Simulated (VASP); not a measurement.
**Al: single point with PBE**

Crystal: Al.

```
CELL_PARAMETERS angstrom
0.00000 2.05145 2.05145
2.05145 0.00000 2.05145
2.05145 2.05145 0.00000
ATOMIC_POSITIONS crystal
Al 0.00000 0.00000 0.00000
```

* Program: VASP 6.6.1
* Task: single point
* Functional: PBE
* Potentials or basis: VASP PAW PBE potentials, release 64 (Al)
* Cutoff: 520 eV
* k mesh: 10 × 10 × 10
* Occupations: fermi-dirac, width 0.1 eV
* Spin: no spin polarisation

| Item | Value |
| --- | --- |
| Pressure | -3.0 GPa |

Levels at points of the mesh, in eV from the Fermi level:
| k point | band 1 | band 2 | band 3 | band 4 | band 5 |
| --- | --- | --- | --- | --- | --- |
| (0.00, 0.00, 0.00) | -10.94 | 12.25 | 12.25 | 12.25 | 13.40 |
| (0.50, 0.00, 0.00) | -4.53 | -4.44 | 10.81 | 10.81 | 11.13 |
| (0.50, 0.50, 0.00) | -2.93 | -1.72 | 5.13 | 5.27 | 5.27 |

Wall time 3.2 s on 1 thread of Intel(R) Xeon(R) Platinum 8559C (Emerald Rapids), on a shared host, peak memory 0.12 GiB.
